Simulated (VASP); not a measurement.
# TaN (P-6m2) in VASP: further runs

The runs below take TaN through single point, with PBEsol+U.

Program: VASP 6.6.1. These are calculated values, not measurements. Logs are shortened: lines on timing, memory, paths and dates and some standing lists are left out, and cuts for length are marked.

### Step 1. The cell of the first run

The structure is hexagonal, space group P-6m2 (No. 187). Conventional cell: a = 2.938 Å, b = 2.938 Å, c = 2.883 Å, α = 90.00°, β = 90.00°, γ = 120.00°. Within 3.0 Å of Ta (site symmetry -6m2) lie 6 N at 2.23 Å and 8 Ta at 2.88 to 2.94 Å. N (site symmetry -6m2) has 6 Ta at 2.23 Å and 8 N at 2.88 to 2.94 Å within 3.0 Å.

### Step 2. Single point, PBEsol+U, collinear spin

INCAR reads:

```
SYSTEM = TaN
ALGO = Normal
EDIFF = 1E-6
ENCUT = 600
GGA = PS
GGA_COMPAT = .False.
ISIF = 2
ISMEAR = 0
ISPIN = 2
LASPH = .True.
LCHARG = .False.
LDAU = .True.
LDAUJ = 0.5 0
LDAUL = 2 -1
LDAUPRINT = 1
LDAUTYPE = 1
LDAUU = 8 0
LMAXMIX = 4
LORBIT = 11
LREAL = .False.
LWAVE = .False.
MAGMOM = 2 -2 0 0
NBANDS = 30
NELM = 200
PREC = Accurate
SIGMA = 0.05
```

KPOINTS reads:

```
k-points
0
Gamma
  7 7 7
  0 0 0
```

POSCAR reads:

```
TaN
1.0
    2.9380011100      0.0000000000      0.0000000000
   -2.9380011000      5.0887672000      0.0000000000
    0.0000000000      0.0000000000      2.8830022100
Ta N
2 2
Direct
    0.3333333333      0.3333333334      0.5000000000
    0.3333333333      0.8333333333      0.5000000000
    0.0000000000      0.0000000000      0.0000000000
    0.0000000000      0.5000000000      0.0000000000
```

Potentials or basis: VASP PAW PBE potentials, release 64 (Ta_sv_GW, N).

Started as:

```
cat potpaw_PBE.64/Ta_sv_GW/POTCAR potpaw_PBE.64/N/POTCAR > POTCAR
mpirun -np 1 vasp_std > vasp.out
```

OUTCAR:

```text
SYSTEM = TaN
   EDIFF = 1E-6
   ENCUT = 600
   GGA = PS
   ISIF = 2
   ISMEAR = 0
   ISPIN = 2
   LASPH = .True.
   LORBIT = 11
   LREAL = .False.
   NELM = 200
   PREC = Accurate

 ion  position               nearest neighbor table
   1  0.333  0.333  0.500-   4 2.23   4 2.23   4 2.23   4 2.23   3 2.23   3 2.23   2 2.94   2 2.94
                             2 2.94   2 2.94
   2  0.333  0.833  0.500-   3 2.23   3 2.23   4 2.23   4 2.23   3 2.23   3 2.23   1 2.94   1 2.94
                             1 2.94   1 2.94
   3  0.000  0.000  0.000-   2 2.23   2 2.23   2 2.23   2 2.23   1 2.23   1 2.23
   4  0.000  0.500  0.000-   1 2.23   1 2.23   2 2.23   2 2.23   1 2.23   1 2.23

  LATTYP: Found a simple orthorhombic cell.
 ALAT       =     2.8830022100
 B/A-ratio  =     1.0190769538
 C/A-ratio  =     1.7650930625

  Lattice vectors:

 A1 = (   0.0000000000,   0.0000000000,   2.8830022100)
 A2 = (   2.9380011100,   0.0000000000,   0.0000000000)
 A3 = (   0.0000000100,   5.0887672000,   0.0000000000)

Analysis of symmetry for initial positions (statically):
=====================================================================
 Subroutine PRICEL returns following result:

  LATTYP: Found a hexagonal cell.
 ALAT       =     2.9380011100
 C/A-ratio  =     0.9812801636
[... 12 lines left out ...]
 Subroutine GETGRP returns: Found  4 space group operations
 (whereof  4 operations were pure point group operations)
 out of a pool of  8 trial point group operations.

The static configuration has the point symmetry C_2v.

Analysis of symmetry for dynamics (positions and initial velocities):
=====================================================================
 Subroutine PRICEL returns following result:

  LATTYP: Found a hexagonal cell.
 ALAT       =     2.9380011100
 C/A-ratio  =     0.9812801636
[... 12 lines left out ...]
 Subroutine GETGRP returns: Found  4 space group operations
 (whereof  4 operations were pure point group operations)
[... 230 lines left out ...]
  o =  0.2326  v =  0.0000  0.0000  0.0000  0.0000  0.0000 -1.0000 -0.0000 -0.0000  0.0000 -0.0000      0.0000  0.0000  0.0000  0.0000  0.0000  0.0000  0.0000  0.0000  0.0000  0.0000
  o =  0.2326  v = -1.0000 -0.0000 -0.0000  0.0000 -0.0000  0.0000  0.0000  0.0000  0.0000  0.0000      0.0000  0.0000  0.0000  0.0000  0.0000  0.0000  0.0000  0.0000  0.0000  0.0000
  o =  0.2362  v =  0.0000  0.0000  0.0000  0.0000  0.0000 -0.0000 -0.0000  0.0007  0.0000  1.0000      0.0000  0.0000  0.0000  0.0000  0.0000  0.0000  0.0000  0.0000  0.0000  0.0000
  o =  0.2362  v = -0.0000  0.0000  0.0006  0.0000  1.0000  0.0000  0.0000  0.0000  0.0000  0.0000      0.0000  0.0000  0.0000  0.0000  0.0000  0.0000  0.0000  0.0000  0.0000  0.0000
  o =  0.2978  v =  0.0000  0.0000  0.0000  0.0000  0.0000 -0.0000  0.0000  1.0000 -0.0000 -0.0007      0.0000  0.0000  0.0000  0.0000  0.0000  0.0000  0.0000  0.0000  0.0000  0.0000
  o =  0.2978  v = -0.0000  0.0000  1.0000 -0.0000 -0.0006  0.0000  0.0000  0.0000  0.0000  0.0000      0.0000  0.0000  0.0000  0.0000  0.0000  0.0000  0.0000  0.0000  0.0000  0.0000

 number of electron      35.9999998 magnetization       0.0000000

 Free energy of the ion-electron system (eV)
  ---------------------------------------------------
  ext. energy  EPLUGINS =         0.00000000
  ---------------------------------------------------
  free energy    TOTEN  =       -39.59880303 eV

  energy without entropy =      -39.59848517  energy(sigma->0) =      -39.59864410

 E-fermi :  13.5385     XC(G=0): -13.8811

 val. band max:       13.5292762234   @ k =   0.0000   0.0000   0.4286
 cond. band min:      13.5478164965   @ k =   0.0000   0.0000   0.4286
 fundamental gap:      0.0185402731
 Fermi energy:        13.5385462922

 spin component 1

 k-point     1 :       0.0000    0.0000    0.0000
  band No.  band energies     occupation
      1     -56.8018      1.00000
      2     -56.7273      1.00000
      3     -23.7913      1.00000
      4     -23.0217      1.00000
      5     -23.0171      1.00000
      6     -22.8843      1.00000
[... 1577 lines left out ...]
     29      23.9441      0.00000
     30      25.0919      0.00000

 [... further k-points ...]

------------------------ aborting loop because EDIFF is reached ----------------------------------------

  FORCE on cell =-STRESS in cart. coord.  units (eV):
  Direction    XX          YY          ZZ          XY          YZ          ZX
  --------------------------------------------------------------------------------------
  -------------------------------------------------------------------------------------
  Total        5.4322483      5.6559149      6.2666308      0.0000000      0.0000000      0.0000000
  in kB      201.9206251    210.2344731    232.9352286      0.0000004      0.0000000      0.0000000
  external PRESSURE =     215.0301089 kB  Pullay stress =       0.0000000 kB

 VOLUME and BASIS-vectors are now :
 -----------------------------------------------------------------------------
  energy-cutoff  :      600.00
  volume of cell :       43.10
      direct lattice vectors                 reciprocal lattice vectors
     2.938001110  0.000000000  0.000000000     0.340367468  0.196511249  0.000000000
    -2.938001100  5.088767200  0.000000000     0.000000000  0.196511249  0.000000000
     0.000000000  0.000000000  2.883002210     0.000000000  0.000000000  0.346860643

 POSITION                                       TOTAL-FORCE (eV/Angst)
 -----------------------------------------------------------------------------------
      0.00000      1.69626      1.44150        -0.000000     -0.006716      0.000000
     -1.46900      4.24064      1.44150        -0.000000     -0.006716      0.000000
      0.00000      0.00000      0.00000         0.000000      0.006716      0.000000
     -1.46900      2.54438      0.00000         0.000000      0.006716      0.000000
 -----------------------------------------------------------------------------------
    total drift:                                0.000001      0.000008     -0.000000

  FREE ENERGIE OF THE ION-ELECTRON SYSTEM (eV)
  ---------------------------------------------------
  free  energy   TOTEN  =       -39.5988030348 eV

  energy  without entropy=      -39.5984851743  energy(sigma->0) =      -39.59864410

 total charge

# of ion       s       p       d       f       tot
--------------------------------------------------
    1        3.373   6.081   2.103   0.114  11.670
    2        3.373   6.081   2.103   0.114  11.670
    3        1.218   2.540   0.000   0.000   3.758
    4        1.218   2.540   0.000   0.000   3.758
--------------------------------------------------
tot          9.182  17.241   4.205   0.227  30.855

 magnetization (x)

# of ion       s       p       d       f       tot
--------------------------------------------------
    1        0.000  -0.000  -0.000  -0.000  -0.000
    2       -0.000   0.000   0.000   0.000   0.000
    3       -0.000  -0.000   0.000   0.000  -0.000
    4        0.000   0.000   0.000   0.000   0.000
--------------------------------------------------
tot          0.000   0.000   0.000   0.000   0.000
```

OSZICAR:

```text
N       E                     dE             d eps       ncg     rms          rms(c)
DAV:   1     0.294982138539E+03    0.29498E+03   -0.23779E+04  7688   0.137E+03
DAV:   2    -0.268795798674E+02   -0.32186E+03   -0.31158E+03  9426   0.376E+02
DAV:   3    -0.461014451906E+02   -0.19222E+02   -0.19110E+02 10136   0.876E+01
DAV:   4    -0.466812739963E+02   -0.57983E+00   -0.57973E+00  9192   0.119E+01
DAV:   5    -0.466859215286E+02   -0.46475E-02   -0.46475E-02  9850   0.123E+00    0.922E+01
DAV:   6    -0.394645457573E+02    0.72214E+01   -0.16225E+01  9338   0.267E+01    0.939E+01
DAV:   7    -0.396714006448E+02   -0.20685E+00   -0.20311E+00  8934   0.773E+00    0.554E+01
DAV:   8    -0.395851879392E+02    0.86213E-01   -0.86260E-01  9078   0.487E+00    0.533E+00
DAV:   9    -0.395943839778E+02   -0.91960E-02   -0.52551E-02  9440   0.162E+00    0.147E+00
DAV:  10    -0.395965225628E+02   -0.21386E-02   -0.12752E-02  9544   0.653E-01    0.295E+00
DAV:  11    -0.395974508801E+02   -0.92832E-03   -0.11178E-03  8456   0.215E-01    0.216E+00
DAV:  12    -0.395986925862E+02   -0.12417E-02   -0.18430E-03  8660   0.274E-01    0.804E-01
DAV:  13    -0.395987770981E+02   -0.84512E-04   -0.11411E-03  8948   0.174E-01    0.296E-01
DAV:  14    -0.395987882934E+02   -0.11195E-04   -0.42519E-05  9092   0.359E-02    0.417E-02
DAV:  15    -0.395987979170E+02   -0.96235E-05   -0.80166E-06  8150   0.134E-02    0.529E-02
DAV:  16    -0.395988029335E+02   -0.50165E-05   -0.97286E-06  7838   0.126E-02    0.204E-02
DAV:  17    -0.395988030348E+02   -0.10135E-06   -0.34601E-07  4200   0.323E-03
   1 F= -.39598803E+02 E0= -.39598644E+02  d E =-.317861E-03  mag=    -0.0000
```

stdout:

```text
POSCAR found type information on POSCAR TaN
 POSCAR found :  2 types and       4 ions
 scaLAPACK will be used
 -----------------------------------------------------------------------------
|                                                                             |
|                                                                             |
|     You enforced a specific xc type in the INCAR file but a different       |
|     I HOPE YOU KNOW WHAT YOU ARE DOING!                                     |
|                                                                             |
 -----------------------------------------------------------------------------

 LDA part: xc-table for (Slater+PW92), standard interpolation
 POSCAR, INCAR and KPOINTS ok, starting setup
 FFT: planning ... GRIDC
 FFT: planning ... GRID_SOFT
 FFT: planning ... GRID
 WAVECAR not read
 entering main loop
```

Run time: 82 s. Hardware: 1 thread of Intel Xeon 6975P-C (Granite Rapids), shared host; peak memory 0.3 GiB.

Results:

```
Free energy                                           : -39.5988 eV
Pressure                                              : 21.5 GPa
Largest force                                         : 0.007 eV/Å
Band gap on the k mesh                                : 0.02 eV
Net moment                                            : 0.00 μB per cell
Valence electrons inside the program's atomic spheres : Ta 11.67; N 3.76
```

Forces in eV/Å, atoms in the order of the input:
```
Ta   0.000 -0.007  0.000
Ta   0.000 -0.007  0.000
N    0.000  0.007  0.000
N    0.000  0.007  0.000
```

Levels at points of the mesh, in eV from the valence-band top:
Spin up:
```csv
k point,band 14,band 15,band 16,band 17,band 18,band 19,band 20,band 21,band 22,band 23
"(0.00, 0.00, 0.00)",-4.95,-4.69,-3.89,-3.82,-3.70,1.17,3.35,3.37,3.68,3.80
```
Spin down:
```
           k point  band 16  band 17  band 18  band 19  band 20  band 21
(0.00, 0.00, 0.00)    -3.89    -3.82    -3.70     1.17     3.35     3.37
```

Eigenvalues of the final occupation matrices:
| site | spin | trace | eigenvalues |
| --- | --- | --- | --- |
| site 1 d | 1 | 1.07 | 0.15 0.15 0.23 0.24 0.30 |
| site 1 d | 2 | 1.07 | 0.15 0.15 0.23 0.24 0.30 |
| site 2 d | 1 | 1.07 | 0.15 0.15 0.23 0.24 0.30 |
| site 2 d | 2 | 1.07 | 0.15 0.15 0.23 0.24 0.30 |

Caveat: the cell stands under pressure; the PAW data sets were made with another functional, which shifts forces and pressure a little; spin-orbit coupling is left out, which moves the levels of the heavy elements; an odd mesh through Γ misses points on the zone boundary, where band edges can lie.

### Step 3. Single point, PBEsol+U, collinear spin, zero start

INCAR reads:

```
PREC = Accurate
ENCUT = 600
EDIFF = 1E-6
ISMEAR = 0
SIGMA = 0.05
LREAL = F
LASPH = T
NELM = 200
ALGO = Normal
ISIF = 2
LWAVE = F
LCHARG = F
ISPIN = 2
MAGMOM = 0 0 0 0
LORBIT = 11
LMAXMIX = 4
LDAU = T
LDAUTYPE = 1
LDAUL = 2 -1
LDAUU = 8 0
LDAUJ = 0.5 0
LDAUPRINT = 1
GGA = PS
NBANDS = 30
GGA_COMPAT = F
```

KPOINTS reads:

```
Automatic mesh
0
Gamma
  7 7 7
```

POSCAR is that of step 2.

Potentials or basis: VASP PAW PBE potentials, release 64 (Ta_sv_GW, N).

Started as:

```
cat potpaw_PBE.64/Ta_sv_GW/POTCAR potpaw_PBE.64/N/POTCAR > POTCAR
mpirun -np 1 vasp_std > vasp.out
```

Wall time 71 s (1 thread of Intel Xeon 6975P-C (Granite Rapids), shared host); peak memory 0.3 GiB.

Results (log left out):

```
Free energy                                           : -39.5988 eV
Pressure                                              : 21.5 GPa
Largest force                                         : 0.007 eV/Å
Band gap on the k mesh                                : 0.02 eV
Net moment                                            : 0.00 μB per cell
Valence electrons inside the program's atomic spheres : Ta 11.67; N 3.76
```

Forces in eV/Å, atoms in the order of the input:
```
Ta   0.000 -0.007  0.000
Ta   0.000 -0.007  0.000
N    0.000  0.007  0.000
N    0.000  0.007  0.000
```

Stress tensor (GPa, compression positive):
```
20.19  0.00  0.00
 0.00 21.02  0.00
 0.00  0.00 23.29
```

Levels at points of the mesh, in eV from the valence-band top:
Spin up:
| k point | band 16 | band 17 | band 18 | band 19 | band 20 | band 21 |
| --- | --- | --- | --- | --- | --- | --- |
| (0.00, 0.00, 0.00) | -3.89 | -3.82 | -3.70 | 1.17 | 3.35 | 3.37 |
Spin down:
```
           k point  band 14  band 15  band 16  band 17  band 18  band 19  band 20  band 21  band 22  band 23
(0.00, 0.00, 0.00)    -4.95    -4.69    -3.89    -3.82    -3.70     1.17     3.35     3.37     3.68     3.80
```

Eigenvalues of the final occupation matrices:
| site | spin | trace | eigenvalues |
| --- | --- | --- | --- |
| site 1 d | 1 | 1.07 | 0.15 0.15 0.23 0.24 0.30 |
| site 1 d | 2 | 1.07 | 0.15 0.15 0.23 0.24 0.30 |
| site 2 d | 1 | 1.07 | 0.15 0.15 0.23 0.24 0.30 |
| site 2 d | 2 | 1.07 | 0.15 0.15 0.23 0.24 0.30 |

Caveat: the cell stands under pressure; the PAW data sets were made with another functional, which shifts forces and pressure a little; spin-orbit coupling is left out, which moves the levels of the heavy elements; an odd mesh through Γ misses points on the zone boundary, where band edges can lie.
